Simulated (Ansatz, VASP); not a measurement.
One calculation of SrTe, two programs

```xyz
2
Lattice="0.0000 3.3869 3.3869 3.3869 0.0000 3.3869 3.3869 3.3869 0.0000" Properties=species:S:1:pos:R:3 pbc="T T T"
Sr    0.0000    0.0000    0.0000
Te    3.3869    3.3869    3.3869
```

Change from the starting cell: volume scaled by 1.025, PAW files.

Alike in both runs: task electric field gradients; functional PBE; k mesh 11 × 11 × 11; occupations fermi-dirac, width 0.03 eV; no spin polarisation.

|  | VASP | Ansatz |
| --- | --- | --- |
| version | VASP 6.6.1 | Ansatz 0.2.0 |
| potentials or method | VASP PAW PBE potentials, release 64 (Sr_sv, Te) | PAW with Ansatz's default frozen-core files, scalar-relativistic |
| plane-wave cutoff (eV) | 400 | 420 |
| valence electrons in the cell | 16 | 26 |

Ansatz gave:

| Item | Value |
| --- | --- |
| gap on the k mesh at the Fermi level (eV) | 1.86 |
| pressure (GPa) | -0.8 |

Question: What did VASP give for the same quantities?

Answer: gap on the k mesh at the Fermi level (eV): 1.84; pressure (GPa): -0.7.

The functional is the same, so the differences come from potentials, cutoffs and numerics. VASP's potentials hold 16 valence electrons a cell and Ansatz's 26, so a difference there can come from the potentials and not from the codes.

Neither program's run includes spin-orbit coupling.
